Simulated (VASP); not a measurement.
# ZnS (NiAs type) (P6_3/mmc) in VASP: further runs, part 2 of 2

VASP 6.6.1.

**3. Single point, PBE**

File INCAR:

```
SYSTEM = ZnS
PREC = Accurate ; ENCUT = 520
EDIFF = 1E-6 ; ISMEAR = -1
SIGMA = 0.1 ; LREAL = .FALSE.
LASPH = .TRUE. ; NELM = 80
ALGO = Normal ; ISIF = 2
LWAVE = .FALSE. ; LCHARG = .FALSE.
GGA = PE ; NBANDS = 26
```

File KPOINTS:

```
regular mesh
0
G
  12 12 7
  0 0 0
```

File POSCAR:

```
ZnS
1.0
    3.3153199143      0.0000000000      0.0000000000
   -1.6576599572      2.8711512675      0.0000000000
    0.0000000000      0.0000000000      5.5170876725
Zn S
2 2
Direct
    0.0000000000      0.0000000000      0.0000000000
    0.0000000000      0.0000000000      0.5000000000
    0.3333333333      0.6666666667      0.2500000000
    0.6666666667      0.3333333333      0.7500000000
```

Potentials or basis: VASP PAW PBE potentials, release 64 (Zn, S).

Started as:

```bash
$ cat potpaw_PBE.64/Zn/POTCAR potpaw_PBE.64/S/POTCAR > POTCAR
$ mpirun -np 1 vasp_std > vasp.out
```

OUTCAR:

```text
SYSTEM = ZnS
   PREC = Accurate
   ENCUT = 520
   EDIFF = 1E-6
   ISMEAR = -1
   LREAL = .FALSE.
   LASPH = .TRUE.
   NELM = 80
   ISIF = 2
   GGA = PE

 ion  position               nearest neighbor table
   1  0.000  0.000  0.000-   3 2.36   4 2.36   4 2.36   3 2.36   4 2.36   3 2.36   2 2.76   2 2.76

   2  0.000  0.000  0.500-   3 2.36   4 2.36   4 2.36   3 2.36   4 2.36   3 2.36   1 2.76   1 2.76

   3  0.333  0.667  0.250-   1 2.36   2 2.36   1 2.36   2 2.36   1 2.36   2 2.36
   4  0.667  0.333  0.750-   1 2.36   2 2.36   1 2.36   2 2.36   1 2.36   2 2.36

  LATTYP: Found a hexagonal cell.
 ALAT       =     3.3153199143
 C/A-ratio  =     1.6641192449

  Lattice vectors:

 A1 = (   3.3153199143,   0.0000000000,   0.0000000000)
 A2 = (  -1.6576599572,   2.8711512675,   0.0000000000)
 A3 = (   0.0000000000,   0.0000000000,   5.5170876725)

Analysis of symmetry for initial positions (statically):
=====================================================================
 Subroutine PRICEL returns:
 Original cell was already a primitive cell.

 Routine SETGRP: Setting up the symmetry group for a
 hexagonal supercell.

 Subroutine GETGRP returns: Found 24 space group operations
 (whereof 12 operations were pure point group operations)
 out of a pool of 24 trial point group operations.

The static configuration has the point symmetry D_3d.
 The point group associated with its full space group is D_6h.

Analysis of symmetry for dynamics (positions and initial velocities):
=====================================================================
 Subroutine PRICEL returns:
 Original cell was already a primitive cell.

 Routine SETGRP: Setting up the symmetry group for a
 hexagonal supercell.

 Subroutine GETGRP returns: Found 24 space group operations
 (whereof 12 operations were pure point group operations)
[... 123 lines left out ...]
   EFERMI_NEDOS =   21; number of points for ismear=-14 and -15
   IALGO  =     38    algorithm
   IMIX   =      4    mixing-type and parameters
     AMIX     =   0.40;   BMIX     =  1.00
     AMIX_MAG =   1.60;   BMIX_MAG =  1.00
  volume/ion in A,a.u.               =      13.13        88.60
  Fermi-wavevector in a.u.,A,eV,Ry     =   1.443484  2.727789 28.349711  2.083645
  Thomas-Fermi vector in A             =   2.561886
   LORBIT       =      0    0 simple, 1 ext, 2 COOP (PROOUT), +10 PAW based schemes
   GGA     = PE    functional components
   LHFCALC =     F    Hartree Fock is set to
   AEXX    =    0.0000 exact exchange contribution
   IVDW    =     0    specifies the selected vdW correction
   LEPSILON=     F    determine dielectric tensor
   LRPA    =     F    only Hartree local field effects (RPA)
 non-spin polarized calculation
  energy-cutoff  :      520.00
  volume of cell :       52.52
 maximum number of plane-waves:      1426
 NGX is ok and might be reduce to    28
   NGX = 13   NGY = 13   NGZ = 21

 number of electron      35.9999996 magnetization

 Free energy of the ion-electron system (eV)
  ---------------------------------------------------
  ext. energy  EPLUGINS =         0.00000000
  ---------------------------------------------------
  free energy    TOTEN  =       -10.95841916 eV

  energy without entropy =      -10.95401978  energy(sigma->0) =      -10.95621947

 E-fermi :   6.9366     XC(G=0): -11.9678

 val. band max:        6.7382571900   @ k =   0.3333   0.3333   0.0000
 cond. band min:       7.1326877355   @ k =   0.3333   0.2500   0.0000
 fundamental gap:      0.3944305455
 Fermi energy:         6.9366193754

 k-point     1 :       0.0000    0.0000    0.0000
  band No.  band energies     occupation
      1      -9.3685      2.00000
      2      -6.9443      2.00000
      3      -2.4048      2.00000
      4      -1.0602      2.00000
      5      -1.0602      2.00000
      6      -0.8831      2.00000
[... 685 lines left out ...]
     25      16.7387      0.00000
     26      17.5718      0.00000

 [... further k-points ...]

------------------------ aborting loop because EDIFF is reached ----------------------------------------

  FORCE on cell =-STRESS in cart. coord.  units (eV):
  Direction    XX          YY          ZZ          XY          YZ          ZX
  --------------------------------------------------------------------------------------
  -------------------------------------------------------------------------------------
  Total       12.2940883     12.2940883     12.3045413     -0.0000000      0.0000000      0.0000000
  in kB      375.0727470    375.0727470    375.3916514     -0.0000000      0.0000000      0.0000000
  external PRESSURE =     375.1790485 kB  Pullay stress =       0.0000000 kB

 VOLUME and BASIS-vectors are now :
 -----------------------------------------------------------------------------
  energy-cutoff  :      520.00
  volume of cell :       52.52
      direct lattice vectors                 reciprocal lattice vectors
     3.315319914  0.000000000  0.000000000     0.301630016  0.174146171  0.000000000
    -1.657659957  2.871151268  0.000000000     0.000000000  0.348292342  0.000000000
     0.000000000  0.000000000  5.517087672     0.000000000  0.000000000  0.181255050

 POSITION                                       TOTAL-FORCE (eV/Angst)
 -----------------------------------------------------------------------------------
      0.00000      0.00000      0.00000         0.000000      0.000000      0.000000
      0.00000      0.00000      2.75854         0.000000      0.000000      0.000000
     -0.00000      1.91410      1.37927         0.000000      0.000000     -0.000000
      1.65766      0.95705      4.13782        -0.000000     -0.000000     -0.000000
 -----------------------------------------------------------------------------------
    total drift:                               -0.000000      0.000000      0.000000

  FREE ENERGIE OF THE ION-ELECTRON SYSTEM (eV)
  ---------------------------------------------------
  free  energy   TOTEN  =       -10.9584191615 eV

  energy  without entropy=      -10.9540197835  energy(sigma->0) =      -10.95621947
```

OSZICAR:

```text
N       E                     dE             d eps       ncg     rms          rms(c)
DAV:   1     0.251765405894E+03    0.25177E+03   -0.17708E+04  3976   0.191E+03
DAV:   2     0.113401468345E+02   -0.24043E+03   -0.22978E+03  4088   0.380E+02
DAV:   3    -0.113680113743E+02   -0.22708E+02   -0.22324E+02  4650   0.113E+02
DAV:   4    -0.118948429386E+02   -0.52683E+00   -0.52560E+00  4678   0.166E+01
DAV:   5    -0.119016605596E+02   -0.68176E-02   -0.68150E-02  4706   0.202E+00    0.171E+01
DAV:   6    -0.110036027970E+02    0.89806E+00   -0.17110E+00  5760   0.393E+01    0.124E+01
DAV:   7    -0.109799184895E+02    0.23684E-01   -0.15083E+00  4320   0.820E+00    0.339E+00
DAV:   8    -0.109627002593E+02    0.17218E-01   -0.42916E-02  4462   0.135E+00    0.103E+00
DAV:   9    -0.109583224181E+02    0.43778E-02   -0.18624E-02  4502   0.961E-01    0.248E-01
DAV:  10    -0.109583891133E+02   -0.66695E-04   -0.68427E-04  4760   0.263E-01    0.108E-01
DAV:  11    -0.109584185090E+02   -0.29396E-04   -0.48325E-05  5338   0.141E-01    0.391E-02
DAV:  12    -0.109584188385E+02   -0.32954E-06   -0.18213E-05  4780   0.893E-02    0.819E-03
DAV:  13    -0.109584191615E+02   -0.32304E-06   -0.18527E-06  3006   0.114E-02
   1 F= -.10958419E+02 E0= -.10956219E+02  d E =-.439938E-02
```

It took 2.7 min on 1 thread of Intel Xeon 8259CL, shared host; peak memory 0.23 GiB.

Results:

```
Free energy            : -10.9584 eV
Pressure               : 37.5 GPa
Band gap on the k mesh : 0.03 eV (least direct gap 2.46 eV)
```

Levels at points of the mesh, in eV from the valence-band top:
```
           k point  band 14  band 15  band 16  band 17  band 18  band 19  band 20  band 21  band 22  band 23
(0.00, 0.00, 0.00)    -1.16    -1.09    -1.09    -0.08    -0.08     3.37     3.78     6.48     6.48     8.28
(0.50, 0.00, 0.00)    -5.34    -5.16    -3.56    -2.65    -0.13     2.97     3.29     3.94     5.20     7.76
```

Caveat: the cell stands under pressure; the smearing spreads over this small gap; semilocal functionals underestimate gaps, and a narrow one can read as zero. A k mesh can miss the band edges.

The gap in the log of VASP goes by the Fermi energy; the results here count the filled bands.